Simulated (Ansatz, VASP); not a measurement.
**BaTe in VASP and in Ansatz**

```
Ba Te
1.0
     6.32331    0.00000    0.00000
    -3.16165    5.17349    0.00000
     0.00000    0.00000    7.00217
Ba Te
2 2
Direct
  0.32980 0.65961 0.25000
  0.67020 0.34039 0.75000
  0.67140 0.34280 0.25000
  0.32860 0.65720 0.75000
```

Change from the starting cell: uniaxial_x strain +5.8%.

Alike in both runs: task single point; functional PBE; k mesh 6 × 6 × 4; occupations fermi-dirac, width 0.02 eV; no spin polarisation.

|  | VASP | Ansatz |
| --- | --- | --- |
| version | VASP 6.6.1 | Ansatz 0.2.0 |
| potentials or method | VASP PAW PBE potentials, release 64 (Ba_sv, Te) | plane waves, PAW |
| plane-wave cutoff (eV) | 520 | 420 |
| valence electrons in the cell | 32 | 52 |

```tsv
	VASP	Ansatz	Ansatz less VASP
gap on the k mesh at the Fermi level (eV)	1.95	2.02	+0.069
pressure (GPa)	-0.8	-1.0	-0.20
traceless stress, the component that is largest in VASP (GPa)	0.67	0.57	-0.095
```

VASP's potentials hold 32 valence electrons a cell and Ansatz's 52, so a difference there can come from the potentials and not from the codes.

Neither program's run includes spin-orbit coupling.
